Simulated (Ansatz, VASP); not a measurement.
## Two plane-wave programs on Ga

```
CELL_PARAMETERS angstrom
3.02612 0.00000 0.00000
-1.51306 2.62070 0.00000
0.00000 0.00000 4.94165
ATOMIC_POSITIONS crystal
Ga 0.33333 0.66667 0.25000
Ga 0.66667 0.33333 0.75000
```

Alike in both runs: task relaxation of cell and atoms; functional RPBE; k mesh 12 × 12 × 7; occupations fermi-dirac, width 0.1 eV; no spin polarisation.

|  | VASP | Ansatz |
| --- | --- | --- |
| version | VASP 6.6.1 | Ansatz 0.2.0 |
| potentials or method | VASP PAW PBE potentials, release 64 (Ga_d), cutoff 600 eV | plane waves (420 eV) with PAW, scalar-relativistic |
| valence electrons in the cell | 26 | 26 |

|  | VASP | Ansatz | Ansatz less VASP |
| --- | --- | --- | --- |
| relaxed volume (Å³/atom) | 19.86 | 19.83 | -0.029 |
| relaxed length of the cell vector where the two differ most in proportion (Å) | 3.076 | 3.074 | -0.0019 |

VASP's potentials were made for PBE, not for RPBE.
